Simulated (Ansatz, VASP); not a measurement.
Two plane-wave programs on TaRu

```
Ta Ru
1.0
     3.09318    0.00000    0.00000
     0.00000    3.09318    0.00000
     0.00000    0.00000    3.43360
Ta Ru
1 1
Direct
  0.50000 0.50000 0.50000
  0.00000 0.00000 0.00000
```

Change from the starting cell: volume scaled by 1.04, PAW files.

Alike in both runs: task electric field gradients; functional LDA; k mesh 11 × 11 × 10; occupations fermi-dirac, width 0.05 eV; no spin polarisation.

```csv
,VASP,Ansatz
version,VASP 6.6.1,Ansatz 0.2.0
potentials or method,"VASP PAW LDA potentials, release 64 (Ta_pv, Ru_pv)","PAW with Ansatz's default frozen-core files, scalar-relativistic"
plane-wave cutoff (eV),520,420
valence electrons in the cell,25,29
```

Ansatz gave:

```
pressure (GPa)                                                : -19.1
traceless stress, the component that is largest in VASP (GPa) : 1.14
size of Vzz on the site where it differs most (V/Å²)          : 10.0
```

**Question.** Which values does VASP return?

**Answer.** Pressure (GPa): -18.3; traceless stress, the component that is largest in VASP (GPa): 1.05; size of Vzz on the site where it differs most (V/Å²): 18.2.

LDA's correlation is that of Perdew and Zunger in VASP and of Perdew and Wang (1992) in Ansatz. VASP's potentials hold 25 valence electrons a cell and Ansatz's 29, so a difference there can come from the potentials and not from the codes.

Neither program's run includes spin-orbit coupling.
